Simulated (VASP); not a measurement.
A run of VASP 6.6.1 is set up as follows.

The input INCAR:

```
SYSTEM = Ti12H
PREC = Accurate ; ENCUT = 520
EDIFF = 1E-6 ; ISMEAR = -1
SIGMA = 0.15 ; LREAL = .FALSE.
LASPH = .TRUE. ; NELM = 100
ALGO = Normal ; ISIF = 2
LWAVE = .FALSE. ; LCHARG = .FALSE.
GGA = PE ; NBANDS = 84
```

KPOINTS

```
Automatic mesh
0
G
  2 2 2
  0 0 0
```

The input POSCAR:

```
Ti12H
1.0
    5.9000000000      0.0000000000      0.0000000000
   -4.4250000000      7.6643250000      0.0000000000
    0.0000000000      0.0000000000      4.6846000000
Ti H
12 1
Direct
   -0.0743855242     -0.0498021678      0.1474405499
    0.2176696623      0.2740228265      0.5407291978
   -0.0722563390      0.2981214915      0.0531955770
    0.1832740558      0.5807947862      0.4870213038
   -0.1103188486      0.5931115917      0.0116979038
    0.1856375743      0.8940252403      0.5445929215
    0.4053952798     -0.0430435818      0.0353285232
    0.6204872254      0.2166270350      0.5603680143
    0.4691336764      0.2808336024      0.0538573197
    0.6800753015      0.6138179161      0.5244417880
    0.4561203637      0.6045672646      0.0478802886
    0.6401262961      0.9289141575      0.5814797421
    1.1158095350      0.2147742952      0.9346368954
```

Potentials or basis: VASP PAW PBE potentials, release 64 (Ti_sv, H).

Launch:

```sh
$ cat potpaw_PBE.64/Ti_sv/POTCAR potpaw_PBE.64/H/POTCAR > POTCAR
$ mpirun -np 1 vasp_std > vasp.out
```

Task: Estimate the largest force.

Result: 1.621 eV/Å.

Task: Predict the band gap on the k mesh.

Result: Zero (an odd number of electrons rules out a gap without spin polarisation).

Forces in eV/Å, atoms in the order of the input:
```
Ti   0.227  0.169 -1.424
Ti  -1.113 -0.349  0.576
Ti   0.065 -0.296  0.526
Ti  -0.571 -0.398  0.670
Ti   1.056  1.209  0.050
Ti  -1.544  0.016  0.270
Ti   0.922 -0.606  0.932
Ti   0.585  1.387 -0.602
Ti  -1.411  0.166  0.100
Ti   0.121 -0.359  0.243
Ti  -0.772  0.401 -0.992
Ti   1.186 -0.633 -0.027
H    1.250 -0.706 -0.321
```

Caveat: the k points lie up to 0.67 Å⁻¹ apart, too coarse for converged energies and pressures of a metal; the atoms stand as in a frame of molecular dynamics.
